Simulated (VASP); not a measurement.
Runs of VASP 6.6.1 on Ir. The structure is that of space group Fm-3m (No. 225), or close to it. The cells are those of the table. 

```tsv
cell	gap on the mesh (eV)	pressure (GPa)
a = 2.771 Å, angles 60.0°, 1 atom	none	-10.9
a = 2.691 Å, angles 60.0°, 1 atom	none	21.4
a = 2.745 Å, angles 60.0°, 1 atom	none	-2.0
a = 2.718 Å, angles 60.0°, 1 atom	none	(b)
a = 2.663 Å, angles 60.0°, 1 atom	none	(a)
```

Alike in all rows: task single point; level PBE; potentials or basis VASP PAW PBE potentials, release 64 (Ir); no spin polarisation; k mesh 13 × 13 × 13; cutoff (eV) 500; smearing fermi-dirac 0.1 eV.

Estimate the missing entries.

(a) 36.6; (b) 8.7.

Caveats: spin-orbit coupling is left out, which moves the levels of the heavy elements; the cell stands under pressure (at least some runs); the cell stands under tension (at least some runs).

A k mesh can miss the band edges, and the runs leave out spin-orbit coupling on Ir.

A gap of «none» marks levels without a gap at the run's occupations.
